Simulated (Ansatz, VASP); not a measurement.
**Two plane-wave programs on TiAl**

File POSCAR:

```
TiAl
1.0
    3.0180000000      0.0503000000      0.0000000000
    0.0503000000      3.0180000000      0.0000000000
    0.0000000000      0.0000000000      3.0180000000
Ti Al
1 1
Direct
    0.5000000000      0.5000000000      0.5000000000
    0.0000000000      0.0000000000      0.0000000000
```

INCAR.step1

```
SYSTEM = TiAl
PREC = Accurate
ENCUT = 520
ISMEAR = 1
SIGMA = 0.1
LREAL = .False.
LASPH = .True.
NELM = 100
NBANDS = 14
GGA = PE
ALGO = Normal
EDIFF = 1E-4
LWAVE = .True.
LCHARG = .False.
```

The input INCAR.step2:

```
SYSTEM = TiAl
PREC = Accurate
ENCUT = 520
EDIFF = 1E-7
ISMEAR = 1
SIGMA = 0.1
LREAL = .False.
LASPH = .True.
NELM = 100
ALGO = Normal
ISIF = 2
LWAVE = .False.
LCHARG = .False.
METAGGA = R2SCAN
LMIXTAU = .True.
NBANDS = 14
ISTART = 1
```

KPOINTS

```
regular mesh
0
Gamma
  11 11 11
  0 0 0
```

Input for Ansatz:

```yaml
crystal:
  lattice:
    - [3.018, 0.050299999999999984, 0.0]
    - [0.050299999999999984, 3.018, 0.0]
    - [0.0, 0.0, 3.018]
  atoms:
    - { symbol: Ti, position: [0.5, 0.5, 0.5] }
    - { symbol: Al, position: [0.0, 0.0, 0.0] }
basis:
  ecutwfc: 650.0
kpoints:
  mp_grid:
    grid: [11, 11, 11]
hamiltonian:
  xc: r2scan
scf:
  occupations:
    method: cold
    width: 0.1
output:
  stress: true
```

Alike in both runs: task single point; functional r2SCAN; k mesh 11 × 11 × 11; no spin polarisation.

|  | VASP | Ansatz |
| --- | --- | --- |
| version | VASP 6.6.1 | Ansatz 0.2.0 |
| potentials or method | VASP PAW PBE potentials, release 64 (Ti_sv, Al), cutoff 520 eV | plane waves, PAW |
| occupations | methfessel-paxton of order 1, width 0.1 eV | cold, width 0.1 eV |
| valence electrons in the cell | 15 | 15 |

```csv
,VASP,Ansatz,Ansatz less VASP
pressure (GPa),24.1,23.9,-0.18
"traceless stress, the component that is largest in VASP (GPa)",-4.34,-4.29,+0.053
```

VASP's potentials were made for PBE, not for r2SCAN.
